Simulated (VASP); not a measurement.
# Sr in VASP: further runs

Runs on Sr. Level: PBE. Tasks: single point.

All numbers are computed with VASP 6.6.1; they aren't measurements. Logs are shortened: lines on timing, memory, paths and dates and some standing lists are left out, and cuts for length are marked.

## (1) The cell of the first run

Symmetry: R-3c, No. 167, trigonal system. The conventional cell has a = 12.848 Å, b = 12.848 Å, c = 7.002 Å, α = 90.00°, β = 90.00°, γ = 120.00°. Within 5.3 Å of Sr (site symmetry 2) lie 10 Sr at 4.02 to 4.24 Å.

## (2) Single point, PBE

Input file INCAR:

```
ALGO = Normal ; EDIFF = 1E-7
ENCUT = 520 ; GGA = PE
ISIF = 2 ; ISMEAR = 0
LASPH = T ; LCHARG = F
LREAL = F ; LWAVE = F
NBANDS = 39 ; NELM = 100
PREC = Accurate ; SIGMA = 0.1
```

Input file KPOINTS:

```
k-points
0
Gamma
  6 6 6
```

Input file POSCAR:

```
Sr
1.0
    6.4241053730      3.7089589664      2.3340538598
   -6.4241053730      3.7089589664      2.3340538598
    0.0000000000     -7.4179179328      2.3340538597
Sr
6
Direct
    0.4360591915      0.2500000000      0.0639408085
    0.0639408085      0.4360591915      0.2500000000
    0.2500000000      0.0639408085      0.4360591915
    0.5639408085      0.7500000000      0.9360591915
    0.9360591915      0.5639408085      0.7500000000
    0.7500000000      0.9360591915      0.5639408085
```

Potentials or basis: VASP PAW PBE potentials, release 64 (Sr_sv).

The run is started by

```console
$ cat potpaw_PBE.64/Sr_sv/POTCAR > POTCAR
$ mpirun -np 1 vasp_std > vasp.out
```

OUTCAR:

```text
EDIFF = 1E-7
   ENCUT = 520
   GGA = PE
   ISIF = 2
   ISMEAR = 0
   LASPH = T
   LREAL = F
   NELM = 100
   PREC = Accurate

 ion  position               nearest neighbor table
   1  0.436  0.250  0.064-   3 4.02   2 4.02   3 4.14   2 4.14   4 4.22   4 4.22   5 4.24   6 4.24
                             6 4.24   5 4.24
   2  0.064  0.436  0.250-   3 4.02   1 4.02   3 4.14   1 4.14   5 4.22   5 4.22   6 4.24   4 4.24
                             6 4.24   4 4.24
   3  0.250  0.064  0.436-   1 4.02   2 4.02   1 4.14   2 4.14   6 4.22   6 4.22   5 4.24   4 4.24
                             4 4.24   5 4.24
   4  0.564  0.750  0.936-   6 4.02   5 4.02   6 4.14   5 4.14   1 4.22   1 4.22   2 4.24   3 4.24
                             3 4.24   2 4.24
   5  0.936  0.564  0.750-   4 4.02   6 4.02   6 4.14   4 4.14   2 4.22   2 4.22   3 4.24   1 4.24
                             1 4.24   3 4.24
   6  0.750  0.936  0.564-   4 4.02   5 4.02   4 4.14   5 4.14   3 4.22   3 4.22   2 4.24   1 4.24
                             1 4.24   2 4.24

  LATTYP: Found a trigonal (rhomboedric) cell.
 ALAT       =     7.7764589550
 COS(alpha) =    -0.3648707900

  Lattice vectors:

 A1 = (   6.4241053730,   3.7089589664,   2.3340538598)
 A2 = (  -6.4241053730,   3.7089589664,   2.3340538598)
 A3 = (   0.0000000000,  -7.4179179328,   2.3340538597)

Analysis of symmetry for initial positions (statically):
=====================================================================
 Subroutine PRICEL returns:
 Original cell was already a primitive cell.

 Routine SETGRP: Setting up the symmetry group for a
 trigonal (rhombohedral) supercell.

 Subroutine GETGRP returns: Found 12 space group operations
 (whereof  6 operations were pure point group operations)
 out of a pool of 12 trial point group operations.

The static configuration has the point symmetry S_6 .
 The point group associated with its full space group is D_3d.

Analysis of symmetry for dynamics (positions and initial velocities):
=====================================================================
 Subroutine PRICEL returns:
 Original cell was already a primitive cell.

 Routine SETGRP: Setting up the symmetry group for a
 trigonal (rhombohedral) supercell.

 Subroutine GETGRP returns: Found 12 space group operations
 (whereof  6 operations were pure point group operations)
 out of a pool of 12 trial point group operations.

The dynamic configuration has the point symmetry S_6 .
 The point group associated with its full space group is D_3d.

 Subroutine INISYM returns: Found 12 space group operations
 (whereof  6 operations are pure point group operations),
 and found     1 'primitive' translations

[... 104 lines left out ...]
   EDIFFG = 0.1E-05   stopping-criterion for IOM
   NSW    =      0    number of steps for IOM
   IBRION =     -1    ionic relax: 0-MD 1-quasi-New 2-CG
   NFREE  =      0    steps in history (QN), initial steepest desc. (CG)
   ISIF   =      2    stress and relaxation
   ISYM   =      2    0-nonsym 1-usesym 2-fastsym
   POTIM  = 0.5000    time-step for ionic-motion
   TEBEG  =    0.0;   TEEND  =   0.0 temperature during run
   PSTRESS=    0.0 pullay stress
   NELECT =      60.0000    total number of electrons
   NUPDOWN=      -1.0000    fix difference up-down
   EMIN   =  10.00;   EMAX   =-10.00  energy-range for DOS
   EFERMI =   0.00;   METHOD = LEGACY
   ISMEAR =     0;   SIGMA  =   0.10  broadening in eV -4-tet -1-fermi 0-gaus
   EFERMI_NEDOS =   21; number of points for ismear=-14 and -15
   IALGO  =     38    algorithm
   IMIX   =      4    mixing-type and parameters
     AMIX     =   0.40;   BMIX     =  1.00
     AMIX_MAG =   1.60;   BMIX_MAG =  1.00
  volume/ion in A,a.u.               =      55.61       375.29
  Fermi-wavevector in a.u.,A,eV,Ry     =   0.924023  1.746151 11.616917  0.853819
  Thomas-Fermi vector in A             =   2.049724
   LORBIT       =      0    0 simple, 1 ext, 2 COOP (PROOUT), +10 PAW based schemes
   GGA     = PE    functional components
   LHFCALC =     F    Hartree Fock is set to
   AEXX    =    0.0000 exact exchange contribution
   IVDW    =     0    specifies the selected vdW correction
   LEPSILON=     F    determine dielectric tensor
   LRPA    =     F    only Hartree local field effects (RPA)
 non-spin polarized calculation
 Gauss-broadening in eV      SIGMA  =   0.10
  energy-cutoff  :      520.00
  volume of cell :      333.68
 maximum number of plane-waves:      9026
 NGX is ok and might be reduce to    60
   NGX = 29   NGY = 29   NGZ = 29

 number of electron      60.0000000 magnetization

 Free energy of the ion-electron system (eV)
  ---------------------------------------------------
  ext. energy  EPLUGINS =         0.00000000
  ---------------------------------------------------
  free energy    TOTEN  =        -9.19685082 eV

  energy without entropy =       -9.12443095  energy(sigma->0) =       -9.16064089

 E-fermi :   1.4449     XC(G=0):  -7.3126

 val. band max:        1.4446109850   @ k =   0.3333   0.3333   0.1667
 cond. band min:       1.4468099727   @ k =   0.1667  -0.0000   0.0000
 fundamental gap:      0.0021989877
 Fermi energy:         1.4448631430

 k-point     1 :       0.0000    0.0000    0.0000
  band No.  band energies     occupation
      1     -35.1647      2.00000
      2     -35.1491      2.00000
      3     -35.1442      2.00000
      4     -35.1442      2.00000
      5     -35.1440      2.00000
      6     -35.1440      2.00000
[... 997 lines left out ...]
     38       2.9197      0.00000
     39       3.1841      0.00000

 [... further k-points ...]
[... 5 lines left out ...]
  --------------------------------------------------------------------------------------
  -------------------------------------------------------------------------------------
  Total        0.0876711      0.0876711      0.0456168      0.0000000      0.0000000      0.0000000
  in kB        0.4209592      0.4209592      0.2190323      0.0000000      0.0000000      0.0000000
  external PRESSURE =       0.3536502 kB  Pullay stress =       0.0000000 kB

 VOLUME and BASIS-vectors are now :
 -----------------------------------------------------------------------------
  energy-cutoff  :      520.00
  volume of cell :      333.68
      direct lattice vectors                 reciprocal lattice vectors
     6.424105373  3.708958966  2.334053860     0.077831849  0.044936239  0.142813043
    -6.424105373  3.708958966  2.334053860    -0.077831849  0.044936239  0.142813043
     0.000000000 -7.417917933  2.334053860     0.000000000 -0.089872478  0.142813043

 POSITION                                       TOTAL-FORCE (eV/Angst)
 -----------------------------------------------------------------------------------
      1.19526      2.07026      1.75054        -0.004850     -0.008400     -0.000000
     -2.39053      0.00000      1.75054         0.009699      0.000000     -0.000000
      1.19526     -2.07026      1.75054        -0.004850      0.008400      0.000000
     -1.19526     -2.07026      5.25162         0.004850      0.008400      0.000000
      2.39053      0.00000      5.25162        -0.009699      0.000000     -0.000000
     -1.19526      2.07026      5.25162         0.004850     -0.008400     -0.000000
 -----------------------------------------------------------------------------------
    total drift:                               -0.000000      0.000000     -0.000000

  FREE ENERGIE OF THE ION-ELECTRON SYSTEM (eV)
  ---------------------------------------------------
  free  energy   TOTEN  =        -9.1968508201 eV

  energy  without entropy=       -9.1244309532  energy(sigma->0) =       -9.16064089
```

Wall time 5.8 min (1 thread of Intel Xeon Platinum 8488C (Sapphire Rapids), shared host); peak memory 0.67 GiB.

What came out:

```
Free energy            : -9.1969 eV
Pressure               : 0.0 GPa
Largest force          : 0.010 eV/Å
Band gap on the k mesh : zero (band 30 reaches 1.59 eV, above the bottom of band 31 at 1.32 eV)
```

Forces in eV/Å, atoms in the order of the input:
```
Sr  -0.005 -0.008  0.000
Sr   0.010  0.000  0.000
Sr  -0.005  0.008  0.000
Sr   0.005  0.008  0.000
Sr  -0.010  0.000  0.000
Sr   0.005 -0.008  0.000
```

## (3) Single point, PBE

This run uses another cell than the first one, of 55.43 Å³/atom, 0.997 times its volume.

Input file INCAR:

```
PREC = Accurate
ENCUT = 520
EDIFF = 1E-6
ISMEAR = 0
SIGMA = 0.1
LREAL = F
LASPH = T
NELM = 100
ALGO = Normal
ISIF = 2
LWAVE = F
LCHARG = F
GGA = PE
NBANDS = 39
```

Input file KPOINTS:

```
regular mesh
0
Gamma
  3 3 3
```

Input file POSCAR:

```
Sr
1.0
    6.4962418767      3.7506069962      2.2750678821
   -6.4962418767      3.7506069962      2.2750678821
    0.0000000000     -7.5012139924      2.2750678822
Sr
6
Direct
    0.4353217011      0.2498475845      0.0651062534
    0.0651062534      0.4353217011      0.2498475845
    0.2498475845      0.0651062534      0.4353217011
    0.5646782989      0.7501524155      0.9348937466
    0.9348937466      0.5646782989      0.7501524155
    0.7501524155      0.9348937466      0.5646782989
```

Potentials or basis: VASP PAW PBE potentials, release 64 (Sr_sv).

The run is started by

```console
$ cat potpaw_PBE.64/Sr_sv/POTCAR > POTCAR
$ mpirun -np 1 vasp_std > vasp.out
```

OUTCAR:

```text
PREC = Accurate
   ENCUT = 520
   EDIFF = 1E-6
   ISMEAR = 0
   LREAL = F
   LASPH = T
   NELM = 100
   ISIF = 2
   GGA = PE

 ion  position               nearest neighbor table
   1  0.435  0.250  0.065-   2 4.04   3 4.04   3 4.17   2 4.17   6 4.17   5 4.17   5 4.18   6 4.18
                             4 4.26   4 4.27
   2  0.065  0.435  0.250-   1 4.04   3 4.04   3 4.17   1 4.17   6 4.17   4 4.17   4 4.18   6 4.18
                             5 4.26   5 4.27
   3  0.250  0.065  0.435-   2 4.04   1 4.04   1 4.17   2 4.17   5 4.17   4 4.17   4 4.18   5 4.18
                             6 4.26   6 4.27
   4  0.565  0.750  0.935-   5 4.04   6 4.04   6 4.17   5 4.17   3 4.17   2 4.17   2 4.18   3 4.18
                             1 4.26   1 4.27
   5  0.935  0.565  0.750-   4 4.04   6 4.04   6 4.17   4 4.17   3 4.17   1 4.17   1 4.18   3 4.18
                             2 4.26   2 4.27
   6  0.750  0.935  0.565-   5 4.04   4 4.04   4 4.17   5 4.17   2 4.17   1 4.17   1 4.18   2 4.18
                             3 4.26   3 4.27

  LATTYP: Found a trigonal (rhomboedric) cell.
 ALAT       =     7.8386315916
 COS(alpha) =    -0.3736429521

  Lattice vectors:

[... 172 lines left out ...]
 fundamental gap:      0.0571021722
 Fermi energy:         1.4451391152

 k-point     1 :       0.0000    0.0000    0.0000
  band No.  band energies     occupation
      1     -35.1512      2.00000
      2     -35.1340      2.00000
      3     -35.1313      2.00000
      4     -35.1313      2.00000
      5     -35.1297      2.00000
      6     -35.1297      2.00000
[... 241 lines left out ...]
     38       2.9518      0.00000
     39       3.2704      0.00000

------------------------ aborting loop because EDIFF is reached ----------------------------------------

  FORCE on cell =-STRESS in cart. coord.  units (eV):
  Direction    XX          YY          ZZ          XY          YZ          ZX
  --------------------------------------------------------------------------------------
  -------------------------------------------------------------------------------------
  Total        0.0702331      0.0702331      0.7921819     -0.0000000     -0.0000000      0.0000000
  in kB        0.3383318      0.3383318      3.8161561     -0.0000000     -0.0000000      0.0000000
  external PRESSURE =       1.4976066 kB  Pullay stress =       0.0000000 kB

 VOLUME and BASIS-vectors are now :
 -----------------------------------------------------------------------------
  energy-cutoff  :      520.00
  volume of cell :      332.59
      direct lattice vectors                 reciprocal lattice vectors
     6.496241877  3.750606996  2.275067882     0.076967577  0.044437252  0.146515775
    -6.496241877  3.750606996  2.275067882    -0.076967577  0.044437252  0.146515775
     0.000000000 -7.501213992  2.275067882     0.000000000 -0.088874503  0.146515775

 POSITION                                       TOTAL-FORCE (eV/Angst)
 -----------------------------------------------------------------------------------
      1.20488      2.08142      1.70693        -0.000651      0.004469      0.000018
     -2.40501      0.00275      1.70693        -0.003545     -0.002798      0.000018
      1.20012     -2.08417      1.70693         0.004195     -0.001671      0.000018
     -1.20488     -2.08142      5.11828         0.000651     -0.004469     -0.000018
      2.40501     -0.00275      5.11828         0.003545      0.002798     -0.000018
     -1.20012      2.08417      5.11828        -0.004195      0.001671     -0.000018
 -----------------------------------------------------------------------------------
    total drift:                                0.000000      0.000000     -0.000000

  FREE ENERGIE OF THE ION-ELECTRON SYSTEM (eV)
  ---------------------------------------------------
  free  energy   TOTEN  =        -9.2009870098 eV

  energy  without entropy=       -9.1429424718  energy(sigma->0) =       -9.17196474
```

It took 65 s on 1 thread of Intel Xeon Platinum 8488C (Sapphire Rapids), shared host; peak memory 0.49 GiB.

Results:

| Property | Result |
| --- | --- |
| Free energy | -9.2010 eV |
| Pressure | 0.1 GPa |
| Largest force | 0.005 eV/Å |
| Band gap on the k mesh | zero (band 30 reaches 1.59 eV, above the bottom of band 31 at 1.33 eV) |

Forces on the atoms (eV/Å):
```
Sr  -0.001  0.004  0.000
Sr  -0.004 -0.003  0.000
Sr   0.004 -0.002  0.000
Sr   0.001 -0.004  0.000
Sr   0.004  0.003  0.000
Sr  -0.004  0.002  0.000
```

Stress tensor (GPa, compression positive):
```
0.03 0.00 0.00
0.00 0.03 0.00
0.00 0.00 0.38
```

Levels at points of the mesh, in eV from the Fermi level:
| k point | band 25 | band 26 | band 27 | band 28 | band 29 | band 30 | band 31 | band 32 | band 33 | band 34 |
| --- | --- | --- | --- | --- | --- | --- | --- | --- | --- | --- |
| (0.00, 0.00, 0.00) | -3.51 | -0.44 | -0.44 | -0.37 | -0.03 | 0.15 | 0.15 | 0.15 | 0.40 | 0.40 |
